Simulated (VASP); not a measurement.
# TiO2 in VASP: notebook

The runs below take TiO2 through single point, with RPBE, PBE, PBE+D4.

All numbers are computed with VASP 6.6.1; they aren't measurements. Logs are shortened: lines on timing, memory, paths and dates and some standing lists are left out, and cuts for length are marked.

## (1) The cell of the first run

The typed cell holds 9 atoms: a = 2.968 Å, b = 4.708 Å, c = 7.241 Å, α = 88.08°, β = 78.18°, γ = 90.00°.

## (2) Single point, RPBE

File INCAR:

```
SYSTEM = TiO2
  PREC = Accurate
  ENCUT = 520
  EDIFF = 1E-6
  ISMEAR = -1
  SIGMA = 0.05
  LREAL = .FALSE.
  LASPH = .TRUE.
  NELM = 80
  ALGO = Normal
  ISIF = 2
  LWAVE = .FALSE.
  LCHARG = .FALSE.
  GGA = RP
  NBANDS = 46
```

File KPOINTS:

```
regular mesh
0
G
  9 6 4
  0 0 0
```

File POSCAR:

```
TiO2
1.0
    2.9682645463      0.0000000000      0.0000000000
    0.0002080834      4.7076067549      0.0000000000
    1.4835696211      0.2423534620      7.0834647979
Ti O
3 6
Direct
    0.0033718700      0.0003888100      0.0007031900
    0.3446402100      0.4802596500      0.3169598700
    0.6617081400      0.5204743600      0.6844963600
    0.4400381600      0.1854376900      0.1285388000
    0.7779263400      0.2977287500      0.4518780700
    0.1012362400      0.3089534200      0.8062432200
    0.9064972100      0.6918369900      0.1951715700
    0.2294071500      0.7030072800      0.5495147300
    0.5680256700      0.8153000600      0.8728271800
```

Potentials or basis: VASP PAW PBE potentials, release 64 (Ti_sv, O).

Launch:

```console
$ cat potpaw_PBE.64/Ti_sv/POTCAR potpaw_PBE.64/O/POTCAR > POTCAR
$ mpirun -np 1 vasp_std > vasp.out
```

OUTCAR:

```text
SYSTEM = TiO2
   PREC = Accurate
   ENCUT = 520
   EDIFF = 1E-6
   ISMEAR = -1
   LREAL = .FALSE.
   LASPH = .TRUE.
   NELM = 80
   ISIF = 2
   GGA = RP

 ion  position               nearest neighbor table
   1  0.003  0.000  0.001-   9 1.96   4 1.96   4 1.96   9 1.96   7 1.97   6 1.97
   2  0.345  0.480  0.317-   5 1.95   5 1.95   4 1.96   7 1.97   7 1.97   8 1.98
   3  0.662  0.520  0.684-   8 1.95   8 1.95   9 1.96   6 1.97   6 1.97   5 1.98
   4  0.440  0.185  0.129-   1 1.96   2 1.96   1 1.96
   5  0.778  0.298  0.452-   2 1.95   2 1.95   3 1.98
   6  0.101  0.309  0.806-   1 1.97   3 1.97   3 1.97
   7  0.906  0.692  0.195-   2 1.97   1 1.97   2 1.97
   8  0.229  0.703  0.550-   3 1.95   3 1.95   2 1.98
   9  0.568  0.815  0.873-   1 1.96   3 1.96   1 1.96

  LATTYP: Found a triclinic cell.
 ALAT       =     7.2412145089
 B/A-ratio  =     0.4099125282
 C/A-ratio  =     0.6501128718
 COS(alpha) =     0.0000442015
 COS(beta)  =     0.0334776766
 COS(gamma) =     0.2048785627

  Lattice vectors:

 A1 = (   1.4835696211,   0.2423534620,   7.0834647979)
 A2 = (   2.9682645463,   0.0000000000,   0.0000000000)
 A3 = (   0.0002080834,   4.7076067549,   0.0000000000)

Analysis of symmetry for initial positions (statically):
=====================================================================
 Subroutine PRICEL returns:
 Original cell was already a primitive cell.

 Routine SETGRP: Setting up the symmetry group for a
 triclinic supercell.

 Subroutine GETGRP returns: Found  1 space group operations
 (whereof  1 operations were pure point group operations)
 out of a pool of  2 trial point group operations.

The static configuration has the point symmetry C_1 .

Analysis of symmetry for dynamics (positions and initial velocities):
=====================================================================
 Subroutine PRICEL returns:
 Original cell was already a primitive cell.

 Routine SETGRP: Setting up the symmetry group for a
 triclinic supercell.

 Subroutine GETGRP returns: Found  1 space group operations
 (whereof  1 operations were pure point group operations)
 out of a pool of  2 trial point group operations.

The dynamic configuration has the point symmetry C_1 .

 Subroutine INISYM returns: Found  1 space group operations
 (whereof  1 operations are pure point group operations),
 and found     1 'primitive' translations

----------------------------------------------------------------------------------------

                                     Primitive cell

  volume of cell :      98.9802

  direct lattice vectors                    reciprocal lattice vectors
     2.968264546  0.000000000  0.000000000     0.336897195 -0.000014891 -0.070559655
     0.000208083  4.707606755  0.000000000     0.000000000  0.212422161 -0.007267806
     1.483569621  0.242353462  7.083464798     0.000000000  0.000000000  0.141173850

  length of vectors
     2.968264546  4.707606759  7.241214509     0.344206893  0.212546455  0.141173850

  position of ions in fractional coordinates (direct lattice)
     0.003371870  0.000388810  0.000703190
     0.344640210  0.480259650  0.316959870
     0.661708140  0.520474360  0.684496360
     0.440038160  0.185437690  0.128538800
     0.777926340  0.297728750  0.451878070
     0.101236240  0.308953420  0.806243220
     0.906497210  0.691836990  0.195171570
     0.229407150  0.703007280  0.549514730
     0.568025670  0.815300060  0.872827180

  ion indices of the primitive-cell ions
   primitive index   ion index
                 1           1
                 2           2
                 3           3
                 4           4
                 5           5
                 6           6
                 7           7
                 8           8
                 9           9

----------------------------------------------------------------------------------------

 KPOINTS: regular mesh

Automatic generation of k-mesh.
 Grid dimensions read from file:
 generate k-points for:    9    6    4

 Generating k-lattice:

  Cartesian coordinates                     Fractional coordinates (reciprocal lattice)
     0.037433022 -0.000001655 -0.007839962     0.111111111  0.000000000  0.000000000
     0.000000000  0.035403693 -0.001211301     0.000000000  0.166666667  0.000000000
     0.000000000  0.000000000  0.035293463     0.000000000  0.000000000  0.250000000

  Length of vectors
     0.038245210  0.035424409  0.035293463

  Shift w.r.t. Gamma in fractional coordinates (k-lattice)
     0.000000000  0.000000000  0.000000000

 Subroutine IBZKPT returns following result:
 ===========================================

 Found    110 irreducible k-points:

 Following reciprocal coordinates:
            Coordinates               Weight
  0.000000  0.000000  0.000000      1.000000
  0.111111  0.000000  0.000000      2.000000
  0.222222  0.000000  0.000000      2.000000
  0.333333 -0.000000  0.000000      2.000000
  0.444444  0.000000  0.000000      2.000000
  0.000000  0.166667  0.000000      2.000000
[... 16 lines left out ...]
 -0.111111  0.333333 -0.000000      2.000000
  0.000000  0.500000  0.000000      1.000000
 [... further k-points ...]
   k-points           NKPTS =    110   k-points in BZ     NKDIM =    110   number of bands    NBANDS=     46
   number of dos      NEDOS =    301   number of ions     NIONS =      9
   total plane-waves  NPLWV =  46656
   dimension x,y,z NGX =    24 NGY =   36 NGZ =   54
   dimension x,y,z NGXF=    48 NGYF=   72 NGZF=  108
   ions per type =               3   6
   NGX,Y,Z   is equivalent  to a cutoff of  13.44, 12.71, 12.40 a.u.
   NGXF,Y,Z  is equivalent  to a cutoff of  26.88, 25.43, 24.79 a.u.
 SYSTEM =  TiO2
   PREC   = accura    normal or accurate (medium, high low for compatibility)
   ISTART =      0    job   : 0-new  1-cont  2-samecut
   ICHARG =      2    charge: 1-file 2-atom 10-const
   ISPIN  =      1    spin polarized calculation?
   LNONCOLLINEAR =      F non collinear calculations
   LSORBIT =      F    spin-orbit coupling
   LASPH  =      T    aspherical Exc in radial PAW
   ENCUT  =  520.0 eV  38.22 Ry    6.18 a.u.   5.52  8.75 13.46*2*pi/ulx,y,z
   NELM   =     80;   NELMIN=  2; NELMDL= -5     # of ELM steps
   EDIFF  = 0.1E-05   stopping-criterion for ELM
   LREAL  =      F    real-space projection
   EDIFFG = 0.1E-04   stopping-criterion for IOM
   NSW    =      0    number of steps for IOM
   IBRION =     -1    ionic relax: 0-MD 1-quasi-New 2-CG
   NFREE  =      0    steps in history (QN), initial steepest desc. (CG)
   ISIF   =      2    stress and relaxation
   ISYM   =      2    0-nonsym 1-usesym 2-fastsym
   POTIM  = 0.5000    time-step for ionic-motion
   TEBEG  =    0.0;   TEEND  =   0.0 temperature during run
   PSTRESS=    0.0 pullay stress
   NELECT =      72.0000    total number of electrons
   NUPDOWN=      -1.0000    fix difference up-down
   EMIN   =  10.00;   EMAX   =-10.00  energy-range for DOS
   EFERMI =   0.00;   METHOD = LEGACY
   ISMEAR =    -1;   SIGMA  =   0.05  broadening in eV -4-tet -1-fermi 0-gaus
   EFERMI_NEDOS =   21; number of points for ismear=-14 and -15
   IALGO  =     38    algorithm
   IMIX   =      4    mixing-type and parameters
     AMIX     =   0.40;   BMIX     =  1.00
     AMIX_MAG =   1.60;   BMIX_MAG =  1.00
  volume/ion in A,a.u.               =      11.00        74.22
  Fermi-wavevector in a.u.,A,eV,Ry     =   1.472322  2.782285 29.493788  2.167732
  Thomas-Fermi vector in A             =   2.587351
   LORBIT       =      0    0 simple, 1 ext, 2 COOP (PROOUT), +10 PAW based schemes
   GGA     = RP    functional components
   LHFCALC =     F    Hartree Fock is set to
   AEXX    =    0.0000 exact exchange contribution
   IVDW    =     0    specifies the selected vdW correction
   LEPSILON=     F    determine dielectric tensor
   LRPA    =     F    only Hartree local field effects (RPA)
 non-spin polarized calculation
  energy-cutoff  :      520.00
  volume of cell :       98.98
 maximum number of plane-waves:      2704
 NGX is ok and might be reduce to    24
   NGX = 11   NGY = 17   NGZ = 27

 number of electron      71.9999996 magnetization

 Free energy of the ion-electron system (eV)
  ---------------------------------------------------
  ext. energy  EPLUGINS =         0.00000000
  ---------------------------------------------------
  free energy    TOTEN  =       -76.58807160 eV

  energy without entropy =      -76.58807160  energy(sigma->0) =      -76.58807160

 E-fermi :   5.2436     XC(G=0): -10.7045

 val. band max:        4.0478500832   @ k =   0.0000   0.0000   0.2500
 cond. band min:       6.3210454686   @ k =   0.0000   0.0000   0.0000
 fundamental gap:      2.2731953854
 Fermi energy:         5.2435950613

 k-point     1 :       0.0000    0.0000    0.0000
  band No.  band energies     occupation
      1     -52.8363      2.00000
      2     -52.6951      2.00000
      3     -52.6621      2.00000
      4     -29.0468      2.00000
      5     -29.0355      2.00000
      6     -28.9728      2.00000
[... 38 lines left out ...]
     45       8.6265      0.00000
     46       9.2158      0.00000

 k-point     2 :       0.1111    0.0000    0.0000
  band No.  band energies     occupation
      1     -52.8319      2.00000
      2     -52.6897      2.00000
      3     -52.6586      2.00000
      4     -29.0369      2.00000
      5     -29.0237      2.00000
      6     -28.9667      2.00000
[... 38 lines left out ...]
     45       8.5859      0.00000
     46       9.2978      0.00000

 k-point     3 :       0.2222    0.0000    0.0000
  band No.  band energies     occupation
      1     -52.8207      2.00000
      2     -52.6757      2.00000
      3     -52.6502      2.00000
      4     -29.0548      2.00000
      5     -29.0065      2.00000
      6     -28.9862      2.00000
[... 38 lines left out ...]
     45       8.3967      0.00000
     46       9.4616      0.00000

 k-point     4 :       0.3333   -0.0000    0.0000
  band No.  band energies     occupation
      1     -52.8079      2.00000
      2     -52.6585      2.00000
      3     -52.6418      2.00000
      4     -29.1866      2.00000
      5     -29.0581      2.00000
      6     -29.0527      2.00000
[... 920 lines left out ...]
     45       8.1829      0.00000
     46       9.6154      0.00000

 k-point    23 :      -0.1111    0.3333   -0.0000
  band No.  band energies     occupation
      1     -52.8317      2.00000
      2     -52.6898      2.00000
      3     -52.6586      2.00000
      4     -29.0676      2.00000
      5     -28.9986      2.00000
      6     -28.9538      2.00000
[... 38 lines left out ...]
     45       8.3559      0.00000
     46       9.8065      0.00000

 k-point    24 :       0.0000    0.5000    0.0000
  band No.  band energies     occupation
      1     -52.8361      2.00000
      2     -52.6953      2.00000
      3     -52.6620      2.00000
      4     -29.0872      2.00000
      5     -29.0129      2.00000
      6     -28.9403      2.00000
[... 38 lines left out ...]
     45       8.2150      0.00000
     46       9.8782      0.00000

 [... further k-points ...]
[... 5 lines left out ...]
  --------------------------------------------------------------------------------------
  -------------------------------------------------------------------------------------
  Total        5.6919361      5.5533355      5.5485972     -0.0105576     -0.0387035      0.0051095
  in kB       92.1344561     89.8909503     89.8142520     -0.1708939     -0.6264878      0.0827060
  external PRESSURE =      90.6132195 kB  Pullay stress =       0.0000000 kB

 VOLUME and BASIS-vectors are now :
 -----------------------------------------------------------------------------
  energy-cutoff  :      520.00
  volume of cell :       98.98
      direct lattice vectors                 reciprocal lattice vectors
     2.968264546  0.000000000  0.000000000     0.336897195 -0.000014891 -0.070559655
     0.000208083  4.707606755  0.000000000     0.000000000  0.212422161 -0.007267806
     1.483569621  0.242353462  7.083464798     0.000000000  0.000000000  0.141173850

 POSITION                                       TOTAL-FORCE (eV/Angst)
 -----------------------------------------------------------------------------------
      0.01105      0.00200      0.00498         0.000775     -0.001873      0.002251
      1.49332      2.33769      2.24517         0.004469      0.044998      0.033379
      2.97973      2.61608      4.84861         0.001493     -0.041576     -0.037491
      1.49688      0.90412      0.91050        -0.001166      0.020794      0.074461
      2.97955      1.51110      3.20086         0.007184     -0.372137      0.059692
      1.49668      1.64983      5.71100        -0.002770     -0.083197      0.004178
      2.98042      3.30420      1.38249        -0.000808      0.081259     -0.004350
      1.49633      3.44266      3.89247        -0.004051      0.371188     -0.058480
      2.98112      4.04964      6.18264        -0.005126     -0.019457     -0.073639
 -----------------------------------------------------------------------------------
    total drift:                                0.000570     -0.000249     -0.000028

  FREE ENERGIE OF THE ION-ELECTRON SYSTEM (eV)
  ---------------------------------------------------
  free  energy   TOTEN  =       -76.5880716003 eV

  energy  without entropy=      -76.5880716002  energy(sigma->0) =      -76.58807160
```

Wall time 8.6 min (1 thread of Intel Xeon Platinum 8259CL at 2.50GHz (Skylake/Cascade Lake), shared host); peak memory 0.46 GiB.

What came out:

- Free energy: -76.5881 eV
- Pressure: 9.1 GPa
- Largest force: 0.377 eV/Å
- Band gap on the k mesh: 2.27 eV (least direct gap 2.33 eV)

Forces in eV/Å, atoms in the order of the input:
```
Ti   0.001 -0.002  0.002
Ti   0.004  0.045  0.033
Ti   0.001 -0.042 -0.037
O   -0.001  0.021  0.074
O    0.007 -0.372  0.060
O   -0.003 -0.083  0.004
O   -0.001  0.081 -0.004
O   -0.004  0.371 -0.058
O   -0.005 -0.019 -0.074
```

Caveat: the cell stands under pressure; the PAW data sets were made with another functional, which shifts forces and pressure a little; an odd mesh through Γ misses points on the zone boundary, where band edges can lie.

## (3) Single point, PBE

File INCAR:

```
PREC = Accurate
ENCUT = 520
EDIFF = 1E-6
ISMEAR = -1
SIGMA = 0.05
LREAL = False
LASPH = True
NELM = 100
ALGO = Normal
ISIF = 2
LWAVE = False
LCHARG = False
GGA = PE
NBANDS = 46
```

File KPOINTS:

```
Automatic mesh
0
Gamma
  4 3 2
```

POSCAR is that of step 2.

Potentials or basis: VASP PAW PBE potentials, release 64 (Ti_sv, O).

Launch:

```console
$ cat potpaw_PBE.64/Ti_sv/POTCAR potpaw_PBE.64/O/POTCAR > POTCAR
$ mpirun -np 1 vasp_std > vasp.out
```

It took 2.6 min on 1 thread of AMD EPYC 7R13, shared host; peak memory 0.19 GiB.

The run converged. Its results:

- Free energy: -80.2664 eV
- Pressure: 4.4 GPa
- Largest force: 0.175 eV/Å
- Band gap on the k mesh: 2.29 eV

Forces in eV/Å, atoms in the order of the input:
```
Ti   0.000 -0.002  0.002
Ti   0.004  0.002  0.053
Ti   0.001  0.002 -0.056
O    0.000  0.008  0.046
O    0.008 -0.173  0.025
O   -0.002 -0.064  0.005
O   -0.001  0.062 -0.005
O   -0.005  0.172 -0.024
O   -0.006 -0.007 -0.046
```

Stress tensor (GPa, compression positive):
```
 4.44 -0.02  0.01
-0.02  4.48 -0.11
 0.01 -0.11  4.28
```

Levels at points of the mesh, in eV from the valence-band top:
| k point | band 34 | band 35 | band 36 | band 37 | band 38 | band 39 |
| --- | --- | --- | --- | --- | --- | --- |
| (0.00, 0.00, 0.00) | -0.31 | -0.22 | 0.00 | 2.29 | 2.69 | 2.83 |
| (0.50, 0.00, 0.00) | -1.23 | -1.10 | -0.99 | 2.58 | 2.66 | 3.25 |
| (0.00, 0.00, 0.50) | -0.78 | -0.23 | -0.09 | 2.43 | 2.69 | 2.85 |
| (0.50, 0.00, 0.50) | -1.23 | -1.10 | -0.98 | 2.58 | 2.66 | 3.25 |

Caveat: the k points lie up to 0.54 Å⁻¹ apart; an odd mesh through Γ misses points on the zone boundary, where band edges can lie.

## (4) Single point, PBE+D4

File INCAR:

```
ALGO     = Normal         # electronic algorithm
EDIFF    = 1E-6           # SCF threshold, eV
ENCUT    = 520            # plane-wave cutoff, eV
GGA      = PE             # functional
ISIF     = 2              # what is computed and relaxed
ISMEAR   = -1             # smearing method
IVDW     = 13             # dispersion correction
LASPH    = T              # aspherical terms in the spheres
LCHARG   = F              # write CHGCAR
LREAL    = F              # projectors in reciprocal space
LWAVE    = F              # write WAVECAR
NBANDS   = 46             # bands
NELM     = 80             # most SCF steps
PREC     = Accurate       # precision mode
SIGMA    = 0.05           # smearing width, eV
```

File KPOINTS:

```
k-points
0
Gamma
  9 6 4
```

File POSCAR:

```
TiO2
1.0
    2.9652938869     -0.0000727145      0.0001134506
    0.0000925515      4.7025843715     -0.0100544676
    1.4823496558      0.2269297428      7.0960655194
Ti O
3 6
Direct
    0.0034135423      0.0003771319      0.0007024017
    0.3452524668      0.4826484842      0.3175822574
    0.6620790954      0.5181039582      0.6838230592
    0.4401742085      0.1875949896      0.1277133840
    0.7784959653      0.2970623913      0.4510748077
    0.1018139187      0.3061814143      0.8044634050
    0.9055663151      0.6945708521      0.1969449035
    0.2288717482      0.7036903271      0.5503331105
    0.5671837297      0.8131574612      0.8736956610
```

Launch:

```console
$ cat potpaw_PBE.64/Ti_sv/POTCAR potpaw_PBE.64/O/POTCAR > POTCAR
$ mpirun -np 1 vasp_std > vasp.out
```

It took 10 min on 1 thread of AMD EPYC 7R13 (Zen 3), shared host; peak memory 0.42 GiB.

Results (log left out):

* Free energy: -82.0174 eV
* Pressure: 0.7 GPa
* Largest force: 0.065 eV/Å
* Band gap on the k mesh: 2.24 eV (least direct gap 2.29 eV)
* Dispersion energy per atom: -0.192 eV

Forces in eV/Å, atoms in the order of the input:
```
Ti   0.000  0.000  0.000
Ti   0.000  0.002 -0.031
Ti   0.000 -0.002  0.031
O    0.000  0.011  0.008
O    0.000 -0.065  0.010
O    0.000 -0.018  0.017
O    0.000  0.018 -0.017
O    0.000  0.065 -0.010
O    0.000 -0.011 -0.009
```

Stress tensor (GPa, compression positive):
```
0.82 0.00 0.00
0.00 0.49 0.00
0.00 0.00 0.73
```

Levels at points of the mesh, in eV from the valence-band top:
| k point | band 32 | band 33 | band 34 | band 35 | band 36 | band 37 | band 38 | band 39 | band 40 | band 41 |
| --- | --- | --- | --- | --- | --- | --- | --- | --- | --- | --- |
| (0.00, 0.00, 0.00) | -0.92 | -0.45 | -0.37 | -0.28 | -0.05 | 2.24 | 2.64 | 2.78 | 2.89 | 3.11 |
| (0.00, 0.50, 0.00) | -1.12 | -1.12 | -0.93 | -0.86 | -0.77 | 2.33 | 2.66 | 2.76 | 2.96 | 3.07 |
| (0.00, 0.00, 0.50) | -1.16 | -0.90 | -0.85 | -0.28 | -0.16 | 2.38 | 2.63 | 2.79 | 2.94 | 2.98 |
| (0.00, 0.50, 0.50) | -1.29 | -0.90 | -0.74 | -0.71 | -0.27 | 2.31 | 2.54 | 2.66 | 2.85 | 3.12 |

Caveat: an odd mesh through Γ misses points on the zone boundary, where band edges can lie.

## (5) Overview

```tsv
level	cell	k mesh	gap on the mesh (eV)	pressure (GPa)	largest force (eV/Å)
RPBE	a = 2.968, b = 4.708, c = 7.241 Å, angles 88.1, 78.2, 90.0°, 9 atoms, atomic positions A	9 × 6 × 4	2.27	9.1	0.38
PBE	a = 2.968, b = 4.708, c = 7.241 Å, angles 88.1, 78.2, 90.0°, 9 atoms, atomic positions A	4 × 3 × 2	2.29	4.4	0.18
PBE+D4	a = 2.965, b = 4.703, c = 7.253 Å, angles 88.3, 78.2, 90.0°, 9 atoms, atomic positions B	9 × 6 × 4	2.24	0.7	0.07
```

Alike in all rows: task single point; potentials or basis VASP PAW PBE potentials, release 64 (Ti_sv, O); no spin polarisation; cutoff (eV) 520; smearing fermi-dirac 0.05 eV.

Caveats: some runs use coarse meshes; an odd mesh through Γ misses points on the zone boundary, where band edges can lie; the cell stands under pressure (at least some runs); the PAW data sets were made with another functional, which shifts forces and pressure a little (at least some runs).

Total energies depend on the potentials used, so only differences within one code and one set of settings carry meaning.
